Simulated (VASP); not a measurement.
A run of VASP 6.6.1 is set up as follows.

Contents of INCAR:

```
SYSTEM = LiMg2
ALGO = Normal
EDIFF = 1E-6
ENCUT = 520
GGA = CA
ISIF = 2
ISMEAR = 1
LASPH = .True.
LCHARG = .False.
LREAL = .False.
LWAVE = .False.
NBANDS = 16
NELM = 100
PREC = Accurate
SIGMA = 0.1
```

Contents of KPOINTS:

```
k-points
0
Gamma
  5 5 5
  0 0 0
```

File POSCAR:

```
LiMg2
1.0
    4.6854230000     -2.6858800000      0.0000000000
    4.6854230000      2.6858800000      0.0000000000
    0.0000000000      0.0000000000      5.0523320000
Li Mg
2 4
Direct
    0.6671580000      0.3328420000      0.7500000000
    0.3328420000      0.6671580000      0.2500000000
    0.3343290000      0.9943300000      0.7500000000
    0.0056700000      0.6656710000      0.7500000000
    0.9943300000      0.3343290000      0.2500000000
    0.6656710000      0.0056700000      0.2500000000
```

Potentials or basis: VASP PAW LDA potentials, release 64 (Li_sv, Mg).

Launch:

```bash
$ cat potpaw_LDA.64/Li_sv/POTCAR potpaw_LDA.64/Mg/POTCAR > POTCAR
$ mpirun -np 1 vasp_std > vasp.out
```

(1) Estimate the largest force.

(2) What does it give for the band gap on the k mesh?

## Answers

(1) 0.039 eV/Å.

(2) zero (band 7 reaches 2.77 eV, above the bottom of band 8 at 1.04 eV).
